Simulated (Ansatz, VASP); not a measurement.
## One calculation of Ti, two programs

```
Ti
1.0
     2.93897    0.00000    0.00000
    -1.46948    2.54522    0.00000
     0.00000    0.00000    6.97435
Ti
3
Cartesian
  0.0000 0.0000 0.0000
  0.0000 1.6968 2.3248
  1.4695 0.8484 4.6496
```

Alike in both runs: task relaxation of cell and atoms; functional PBE; k mesh 18 × 18 × 7; occupations gaussian, width 0.1 eV; no spin polarisation.

|  | VASP | Ansatz |
| --- | --- | --- |
| version | VASP 6.6.1 | Ansatz 0.2.0 |
| potentials or method | VASP PAW PBE potentials, release 64 (Ti_sv), cutoff 600 eV | scalar-relativistic, plane waves, PAW |
| valence electrons in the cell | 36 | 36 |

```tsv
	VASP	Ansatz	Ansatz less VASP
gap on the k mesh at the Fermi level, each at its own relaxed structure (eV)	none	none	-
relaxed volume (Å³/atom)	17.33	17.38	+0.048
relaxed length of the cell vector where the two differ most in proportion (Å)	2.904	2.907	+0.0030
```

A gap of «none» marks a metal or a gap that the smearing closes.
